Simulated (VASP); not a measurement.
Write the native input for VASP 6.6.1 that does the following.

* Task: single point
* Functional: LDA
* Potentials or basis: VASP PAW LDA potentials, release 64 (Si, W_sv)
* Cutoff: 520 eV
* k mesh: 9 × 9 × 6
* Occupations: gaussian, width 0.01 eV
* Spin: no spin polarisation
* Dipole correction: no
* Further INCAR settings: ALGO = Normal; EDIFF = 1e-06; NBANDS = 43

The structure of Si2W lies in POSCAR:

```
Si2W
1.0
    4.5514321312      0.0000000000      0.0000000000
   -2.2757160656      3.9416558492      0.0000000000
    0.0000000000      0.0000000000      6.5673842039
Si W
6 3
Direct
    0.8361243502      0.6722487004      0.5000000000
    0.1638756498      0.8361243502      0.8333333333
    0.6722487004      0.8361243502      0.1666666667
    0.1638756498      0.3277512996      0.5000000000
    0.8361243502      0.1638756498      0.8333333333
    0.3277512996      0.1638756498      0.1666666667
    0.0000000000      0.5000000000      0.1666666667
    0.5000000000      0.5000000000      0.8333333333
    0.5000000000      0.0000000000      0.5000000000
```

These files were run (other wordings do the same):

INCAR

```
ALGO = Normal ; EDIFF = 1E-6
ENCUT = 520 ; ISIF = 2
ISMEAR = 0 ; LASPH = T
LCHARG = F ; LREAL = F
LWAVE = F ; NBANDS = 43
NELM = 100 ; PREC = Accurate
SIGMA = 0.01
```

KPOINTS

```
k-points
0
Gamma
  9 9 6
```

Potentials or basis: VASP PAW LDA potentials, release 64 (Si, W_sv).

Command:

```sh
$ cat potpaw_LDA.64/Si/POTCAR potpaw_LDA.64/W_sv/POTCAR > POTCAR
$ mpirun -np 1 vasp_std > vasp.out
```

It gave:

The pressure is 0.7 GPa. The largest force is 0.007 eV/Å. The band gap on the k mesh is 0.12 eV (least direct gap 0.69 eV).

Caveat: spin-orbit coupling is left out, which moves the levels of the heavy elements.

It took 4 min on 1 thread of Intel(R) Xeon(R) Platinum 8488C (Sapphire Rapids) (shared host), peak memory 0.31 GiB.
